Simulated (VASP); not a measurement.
# Si3Mo (Im-3m) in VASP: notebook

Si3Mo is run at these levels: PBE; tasks: single point, relaxation of cell and atoms.

Program: VASP 6.6.1. These are calculated values, not measurements. Logs are shortened: lines on timing, memory, paths and dates and some standing lists are left out, and cuts for length are marked.

## Step 1: The cell of the first run

Symmetry: Im-3m, No. 229, cubic system. The conventional cell has a = 5.115 Å, b = 5.115 Å, c = 5.115 Å, α = 90.00°, β = 90.00°, γ = 90.00°. Si (site symmetry 4/mmm) has 4 Si at 2.56 Å and 2 Mo at 2.56 Å within 3.4 Å. Mo (site symmetry m-3m) has 6 Si at 2.56 Å within 3.4 Å.

## Step 2: Single point, PBE

Contents of INCAR:

```
SYSTEM = Si3Mo
PREC = Accurate
ENCUT = 520
EDIFF = 1E-7
ISMEAR = 0
SIGMA = 0.1
LREAL = .FALSE.
LASPH = .TRUE.
NELM = 100
ALGO = Normal
ISIF = 2
LWAVE = .FALSE.
LCHARG = .FALSE.
GGA = PE
NBANDS = 21
```

Contents of KPOINTS:

```
Automatic mesh
0
G
  4 4 4
  0 0 0
```

Contents of POSCAR:

```
Si3Mo
1.0
   -2.5574553828      2.5574553828      2.5574553828
    2.5574553828     -2.5574553828      2.5574553828
    2.5574553828      2.5574553828     -2.5574553828
Si Mo
3 1
Direct
    0.0000000000      0.5000000000      0.5000000000
    0.5000000000      0.0000000000      0.5000000000
    0.5000000000      0.5000000000      0.0000000000
    0.0000000000      0.0000000000      0.0000000000
```

Potentials or basis: VASP PAW PBE potentials, release 64 (Si, Mo_sv).

Run with:

```bash
cat potpaw_PBE.64/Si/POTCAR potpaw_PBE.64/Mo_sv/POTCAR > POTCAR
mpirun -np 1 vasp_std > vasp.out
```

OUTCAR:

```text
SYSTEM = Si3Mo
   PREC = Accurate
   ENCUT = 520
   EDIFF = 1E-7
   ISMEAR = 0
   LREAL = .FALSE.
   LASPH = .TRUE.
   NELM = 100
   ISIF = 2
   GGA = PE

 ion  position               nearest neighbor table
   1  0.000  0.500  0.500-   2 2.56   3 2.56   4 2.56   4 2.56   3 2.56   2 2.56
   2  0.500  0.000  0.500-   1 2.56   3 2.56   4 2.56   3 2.56   4 2.56   1 2.56
   3  0.500  0.500  0.000-   1 2.56   2 2.56   4 2.56   2 2.56   1 2.56   4 2.56
   4  0.000  0.000  0.000-   1 2.56   2 2.56   3 2.56   1 2.56   2 2.56   3 2.56

  LATTYP: Found a body centered cubic cell.
 ALAT       =     5.1149107656

  Lattice vectors:

 A1 = (  -2.5574553828,   2.5574553828,   2.5574553828)
 A2 = (   2.5574553828,  -2.5574553828,   2.5574553828)
 A3 = (   2.5574553828,   2.5574553828,  -2.5574553828)

Analysis of symmetry for initial positions (statically):
=====================================================================
 Subroutine PRICEL returns:
 Original cell was already a primitive cell.

 Routine SETGRP: Setting up the symmetry group for a
 body centered cubic supercell.

 Subroutine GETGRP returns: Found 48 space group operations
 (whereof 48 operations were pure point group operations)
 out of a pool of 48 trial point group operations.

The static configuration has the point symmetry O_h .

Analysis of symmetry for dynamics (positions and initial velocities):
=====================================================================
 Subroutine PRICEL returns:
 Original cell was already a primitive cell.

 Routine SETGRP: Setting up the symmetry group for a
 body centered cubic supercell.

 Subroutine GETGRP returns: Found 48 space group operations
 (whereof 48 operations were pure point group operations)
 out of a pool of 48 trial point group operations.

The dynamic configuration has the point symmetry O_h .

 Subroutine INISYM returns: Found 48 space group operations
 (whereof 48 operations are pure point group operations),
 and found     1 'primitive' translations

----------------------------------------------------------------------------------------

                                     Primitive cell

  volume of cell :      66.9089

[... 69 lines left out ...]
   ISPIN  =      1    spin polarized calculation?
   LNONCOLLINEAR =      F non collinear calculations
   LSORBIT =      F    spin-orbit coupling
   LASPH  =      T    aspherical Exc in radial PAW
   ENCUT  =  520.0 eV  38.22 Ry    6.18 a.u.   8.24  8.24  8.24*2*pi/ulx,y,z
   NELM   =    100;   NELMIN=  2; NELMDL= -5     # of ELM steps
   EDIFF  = 0.1E-06   stopping-criterion for ELM
   LREAL  =      F    real-space projection
   EDIFFG = 0.1E-05   stopping-criterion for IOM
   NSW    =      0    number of steps for IOM
   IBRION =     -1    ionic relax: 0-MD 1-quasi-New 2-CG
   NFREE  =      0    steps in history (QN), initial steepest desc. (CG)
   ISIF   =      2    stress and relaxation
   ISYM   =      2    0-nonsym 1-usesym 2-fastsym
   POTIM  = 0.5000    time-step for ionic-motion
   TEBEG  =    0.0;   TEEND  =   0.0 temperature during run
   PSTRESS=    0.0 pullay stress
   NELECT =      26.0000    total number of electrons
   NUPDOWN=      -1.0000    fix difference up-down
   EMIN   =  10.00;   EMAX   =-10.00  energy-range for DOS
   EFERMI =   0.00;   METHOD = LEGACY
   ISMEAR =     0;   SIGMA  =   0.10  broadening in eV -4-tet -1-fermi 0-gaus
   EFERMI_NEDOS =   21; number of points for ismear=-14 and -15
   IALGO  =     38    algorithm
   IMIX   =      4    mixing-type and parameters
     AMIX     =   0.40;   BMIX     =  1.00
     AMIX_MAG =   1.60;   BMIX_MAG =  1.00
  volume/ion in A,a.u.               =      16.73       112.88
  Fermi-wavevector in a.u.,A,eV,Ry     =   1.194642  2.257547 19.417829  1.427170
  Thomas-Fermi vector in A             =   2.330627
   LORBIT       =      0    0 simple, 1 ext, 2 COOP (PROOUT), +10 PAW based schemes
   GGA     = PE    functional components
   LHFCALC =     F    Hartree Fock is set to
   AEXX    =    0.0000 exact exchange contribution
   IVDW    =     0    specifies the selected vdW correction
   LEPSILON=     F    determine dielectric tensor
   LRPA    =     F    only Hartree local field effects (RPA)
 non-spin polarized calculation
 Gauss-broadening in eV      SIGMA  =   0.10
  energy-cutoff  :      520.00
  volume of cell :       66.91
 maximum number of plane-waves:      1865
 NGX is ok and might be reduce to    36
   NGX = 17   NGY = 17   NGZ = 17

 number of electron      26.0000001 magnetization

 Free energy of the ion-electron system (eV)
  ---------------------------------------------------
  ext. energy  EPLUGINS =         0.00000000
  ---------------------------------------------------
  free energy    TOTEN  =       -24.52316898 eV

  energy without entropy =      -24.49335139  energy(sigma->0) =      -24.50826019

 E-fermi :   8.6999     XC(G=0): -11.1105

 val. band max:        8.6974074413   @ k =   0.5000   0.5000   0.2500
 cond. band min:       8.8052656946   @ k =   0.2500   0.0000   0.0000
 fundamental gap:      0.1078582533
 Fermi energy:         8.6998993287

 k-point     1 :       0.0000    0.0000    0.0000
  band No.  band energies     occupation
      1     -51.8622      2.00000
      2     -25.9965      2.00000
      3     -25.9965      2.00000
      4     -25.9965      2.00000
      5      -3.3830      2.00000
      6       3.8927      2.00000
[... 181 lines left out ...]
     20      16.8114      0.00000
     21      16.8114      0.00000

------------------------ aborting loop because EDIFF is reached ----------------------------------------

  FORCE on cell =-STRESS in cart. coord.  units (eV):
  Direction    XX          YY          ZZ          XY          YZ          ZX
  --------------------------------------------------------------------------------------
  -------------------------------------------------------------------------------------
  Total       -0.0469894     -0.0469894     -0.0469894      0.0000000      0.0000000      0.0000000
  in kB       -1.1251901     -1.1251901     -1.1251901      0.0000000      0.0000000      0.0000000
  external PRESSURE =      -1.1251901 kB  Pullay stress =       0.0000000 kB

 VOLUME and BASIS-vectors are now :
 -----------------------------------------------------------------------------
  energy-cutoff  :      520.00
  volume of cell :       66.91
      direct lattice vectors                 reciprocal lattice vectors
    -2.557455383  2.557455383  2.557455383     0.000000000  0.195506832  0.195506832
     2.557455383 -2.557455383  2.557455383     0.195506832  0.000000000  0.195506832
     2.557455383  2.557455383 -2.557455383     0.195506832  0.195506832  0.000000000

 POSITION                                       TOTAL-FORCE (eV/Angst)
 -----------------------------------------------------------------------------------
      2.55746      0.00000      0.00000        -0.000000      0.000000      0.000000
      0.00000      2.55746      0.00000        -0.000000      0.000000     -0.000000
      0.00000      0.00000      2.55746         0.000000     -0.000000     -0.000000
      0.00000      0.00000      0.00000         0.000000     -0.000000      0.000000
 -----------------------------------------------------------------------------------
    total drift:                                0.000000     -0.000000     -0.000000

  FREE ENERGIE OF THE ION-ELECTRON SYSTEM (eV)
  ---------------------------------------------------
  free  energy   TOTEN  =       -24.5231689834 eV

  energy  without entropy=      -24.4933513887  energy(sigma->0) =      -24.50826019
```

OSZICAR:

```text
N       E                     dE             d eps       ncg     rms          rms(c)
DAV:   1     0.116824289245E+03    0.11682E+03   -0.12515E+04   344   0.113E+03
DAV:   2    -0.216560990827E+02   -0.13848E+03   -0.13479E+03   418   0.267E+02
DAV:   3    -0.254571830183E+02   -0.38011E+01   -0.37123E+01   425   0.371E+01
DAV:   4    -0.254873847907E+02   -0.30202E-01   -0.30150E-01   402   0.377E+00
DAV:   5    -0.254877131226E+02   -0.32833E-03   -0.32829E-03   391   0.374E-01    0.137E+01
DAV:   6    -0.255503807773E+02   -0.62668E-01   -0.15965E+01   341   0.174E+01    0.638E+00
DAV:   7    -0.245598820637E+02    0.99050E+00   -0.67903E+00   349   0.110E+01    0.369E+00
DAV:   8    -0.245233078728E+02    0.36574E-01   -0.16988E-01   406   0.254E+00    0.630E-01
DAV:   9    -0.245231583049E+02    0.14957E-03   -0.54221E-03   403   0.429E-01    0.181E-01
DAV:  10    -0.245232421235E+02   -0.83819E-04   -0.13493E-03   404   0.272E-01    0.107E-01
DAV:  11    -0.245231711462E+02    0.70977E-04   -0.36286E-04   396   0.116E-01    0.222E-02
DAV:  12    -0.245231693383E+02    0.18080E-05   -0.12056E-05   396   0.175E-02    0.396E-03
DAV:  13    -0.245231691387E+02    0.19955E-06   -0.85791E-07   393   0.460E-03    0.189E-03
DAV:  14    -0.245231689960E+02    0.14268E-06   -0.29798E-08   243   0.993E-04    0.941E-04
DAV:  15    -0.245231689834E+02    0.12650E-07   -0.85768E-09   238   0.726E-04
   1 F= -.24523169E+02 E0= -.24508260E+02  d E =-.298176E-01
```

stdout:

```text
POSCAR found type information on POSCAR SiMo
 POSCAR found :  2 types and       4 ions
 scaLAPACK will be used
 LDA part: xc-table for (Slater+PW92), standard interpolation
 POSCAR, INCAR and KPOINTS ok, starting setup
 FFT: planning ... GRIDC
 FFT: planning ... GRID_SOFT
 FFT: planning ... GRID
 WAVECAR not read
 entering main loop
```

Wall time 29 s (1 thread of Intel Xeon Platinum 8259CL at 2.50GHz (Skylake/Cascade Lake), shared host); peak memory 0.2 GiB.

Results:

- Free energy: -24.5232 eV
- Pressure: -0.1 GPa

Levels at points of the mesh, in eV from the Fermi level:
| k point | band 11 | band 12 | band 13 | band 14 | band 15 | band 16 |
| --- | --- | --- | --- | --- | --- | --- |
| (0.00, 0.00, 0.00) | -1.78 | -1.78 | -1.78 | 0.27 | 0.27 | 0.27 |
| (0.50, 0.00, 0.00) | -1.39 | -0.74 | -0.01 | 1.38 | 1.51 | 1.52 |
| (0.50, 0.50, 0.50) | -0.35 | -0.35 | -0.35 | 1.11 | 1.11 | 2.33 |

Caveat: the k points lie up to 0.43 Å⁻¹ apart.

## Step 3: Single point, PBE

This run uses another cell than the first one, of 19.33 Å³/atom, 1.155 times its volume.

Contents of INCAR:

```
PREC = Accurate
ENCUT = 520
EDIFF = 1E-6
ISMEAR = 0
SIGMA = 0.1
LREAL = False
LASPH = True
NELM = 100
ALGO = Normal
ISIF = 2
LWAVE = False
LCHARG = False
GGA = PE
NBANDS = 21
```

Contents of KPOINTS:

```
regular mesh
0
Gamma
  4 4 4
```

Contents of POSCAR:

```
Si3Mo
1.0
   -2.6835855200      2.6835855200      2.6835855200
    2.6835855200     -2.6835855200      2.6835855200
    2.6835855200      2.6835855200     -2.6835855200
Si Mo
3 1
Direct
    0.0000000000      0.5000000000      0.5000000000
    0.5000000000      0.0000000000      0.5000000000
    0.5000000000      0.5000000000      0.0000000000
    0.0000000000      0.0000000000      0.0000000000
```

Potentials or basis: VASP PAW PBE potentials, release 64 (Si, Mo_sv).

Run with:

```bash
cat potpaw_PBE.64/Si/POTCAR potpaw_PBE.64/Mo_sv/POTCAR > POTCAR
mpirun -np 1 vasp_std > vasp.out
```

Run time: 40 s. Hardware: 1 thread of Intel Xeon Platinum 8259CL at 2.50GHz (Skylake/Cascade Lake), shared host; peak memory 0.2 GiB.

It converged, with:

| Quantity | Value |
| --- | --- |
| Free energy | -24.0561 eV |
| Pressure | -12.7 GPa |
| Band gap on the k mesh | zero (band 13 reaches 7.04 eV, above the bottom of band 14 at 6.96 eV) |

Levels at points of the mesh, in eV from the Fermi level:
```csv
k point,band 10,band 11,band 12,band 13,band 14,band 15,band 16,band 17
"(0.00, 0.00, 0.00)",-2.55,-1.28,-1.28,-1.28,0.16,0.16,0.16,1.19
"(0.50, 0.00, 0.00)",-2.51,-1.14,-0.64,0.03,1.24,1.30,1.41,1.42
"(0.50, 0.50, 0.50)",-4.18,-0.21,-0.21,-0.21,0.89,0.89,1.94,1.94
```

Caveat: the k points lie up to 0.41 Å⁻¹ apart.

## Step 4: Single point, PBE

This run uses another cell than the first one, of 16.66 Å³/atom, 0.996 times its volume.

Contents of INCAR:

```
ALGO = Normal
EDIFF = 1E-6
ENCUT = 520
GGA = PE
ISIF = 2
ISMEAR = 0
LASPH = T
LCHARG = F
LREAL = F
LWAVE = F
NBANDS = 21
NELM = 100
PREC = Accurate
SIGMA = 0.1
```

Contents of KPOINTS:

```
k-points
0
Gamma
  6 6 6
```

Contents of POSCAR:

```
Si3Mo
1.0
   -2.5541734694      2.5541734694      2.5541734694
    2.5541734694     -2.5541734694      2.5541734694
    2.5541734694      2.5541734694     -2.5541734694
Si Mo
3 1
Direct
    0.0000000000      0.5000000000      0.5000000000
    0.5000000000      0.0000000000      0.5000000000
    0.5000000000      0.5000000000      0.0000000000
    0.0000000000      0.0000000000      0.0000000000
```

Run with:

```bash
cat potpaw_PBE.64/Si/POTCAR potpaw_PBE.64/Mo_sv/POTCAR > POTCAR
mpirun -np 1 vasp_std > vasp.out
```

It took 33 s on 1 thread of Intel Xeon Platinum 8259CL at 2.50GHz (Skylake/Cascade Lake), shared host; peak memory 0.2 GiB.

It converged, with:

- Free energy: -24.5491 eV
- Pressure: 0.1 GPa
- Band gap on the k mesh: zero (band 13 reaches 8.70 eV, above the bottom of band 14 at 8.02 eV)

Levels at points of the mesh, in eV from the Fermi level:
```tsv
k point	band 10	band 11	band 12	band 13	band 14	band 15	band 16	band 17
(0.00, 0.00, 0.00)	-2.75	-1.63	-1.63	-1.63	0.49	0.49	0.49	1.72
(0.50, 0.00, 0.00)	-2.77	-1.18	-0.59	0.12	1.62	1.67	1.77	1.92
(0.50, 0.50, 0.50)	-3.81	-0.22	-0.22	-0.22	1.25	1.25	2.56	2.56
```

## Step 5: Relaxation of cell and atoms, PBE

This run uses another cell than the first one, of 19.33 Å³/atom, 1.155 times its volume.

Contents of INCAR:

```
SYSTEM = Si3Mo
ALGO = Normal
EDIFF = 1E-6
EDIFFG = -0.04
ENCUT = 600
GGA = PE
IBRION = 2
ISIF = 3
ISMEAR = 0
LASPH = .True.
LCHARG = .False.
LREAL = .False.
LWAVE = .False.
NELM = 60
NSW = 90
PREC = Accurate
SIGMA = 0.1
```

Contents of KPOINTS:

```
k-points
0
Gamma
  4 4 4
  0 0 0
```

Contents of POSCAR:

```
Si3Mo
1.0
   -2.6835855200      2.6835855200      2.6835855200
    2.6835855200     -2.6835855200      2.6835855200
    2.6835855200      2.6835855200     -2.6835855200
Si Mo
3 1
Direct
    0.0000000000      0.5000000000      0.5000000000
    0.5000000000      0.0000000000      0.5000000000
    0.5000000000      0.5000000000      0.0000000000
    0.0000000000      0.0000000000      0.0000000000
```

Run with:

```bash
cat potpaw_PBE.64/Si/POTCAR potpaw_PBE.64/Mo_sv/POTCAR > POTCAR
mpirun -np 1 vasp_std > vasp.out
```

Run time: 59 s. Hardware: 1 thread of Intel Xeon Platinum 8259CL at 2.50GHz (Skylake/Cascade Lake), shared host; peak memory 0.24 GiB.

The run converged. Its results:

| Quantity | Value |
| --- | --- |
| Free energy | -24.5253 eV |
| Relaxed volume | 16.72 Å³/atom |
| Relaxed cell | a = 4.429 Å, b = 4.429 Å, c = 4.429 Å, α = 109.47°, β = 109.47°, γ = 109.47° |
| Space group after relaxing (to 0.05 Å) | Im-3m (No. 229) |
| Energy gained by relaxing | 117.3 meV/atom |
| Ionic steps | 3 |
| Pressure after relaxing | -0.1 GPa |

The path:
| step | energy change (eV) | largest force (eV/Å) | pressure (GPa) | volume (Å³) |
| --- | --- | --- | --- | --- |
| 1 | 0.0000 | 0.0000 | -12.66 | 77.30 |
| 2 | -0.2861 | 0.0000 | 11.61 | 61.45 |
| 3 | -0.4694 | 0.0000 | -0.07 | 66.88 |

Final structure:
```
Si Mo
1.0
    -2.55714    2.55714    2.55714
     2.55714   -2.55714    2.55714
     2.55714    2.55714   -2.55714
Si Mo
3 1
Direct
  0.00000 0.50000 0.50000
  0.50000 0.00000 0.50000
  0.50000 0.50000 0.00000
  0.00000 0.00000 0.00000
```

Levels at points of the mesh, in eV from the Fermi level:
```csv
k point,band 11,band 12,band 13,band 14,band 15,band 16
"(0.00, 0.00, 0.00)",-1.78,-1.78,-1.78,0.27,0.27,0.27
"(0.50, 0.00, 0.00)",-1.39,-0.74,-0.01,1.38,1.51,1.52
"(0.50, 0.50, 0.50)",-0.35,-0.35,-0.35,1.11,1.11,2.33
```

Caveat: the k points lie up to 0.43 Å⁻¹ apart in the final cell.

## Step 6: Overview

| task | cell | k mesh | cutoff (eV) | gap on the mesh (eV) | pressure (GPa) |
| --- | --- | --- | --- | --- | --- |
| single point | a = 4.430 Å, angles 109.5°, 4 atoms | 4 × 4 × 4 | 520 | - | -0.1 |
| single point | a = 4.648 Å, angles 109.5°, 4 atoms | 4 × 4 × 4 | 520 | none | -12.7 |
| single point | a = 4.424 Å, angles 109.5°, 4 atoms | 6 × 6 × 6 | 520 | none | 0.1 |
| relaxation of cell and atoms | relaxed from a = 4.648 Å, angles 109.5°, 4 atoms | 4 × 4 × 4 | 600 | - | -0.1 |

Alike in all rows: level PBE; potentials or basis VASP PAW PBE potentials, release 64 (Si, Mo_sv); no spin polarisation; smearing gaussian 0.1 eV.

Caveats: some runs use coarse meshes.

Absolute energies hang on the potentials; compare differences alone.
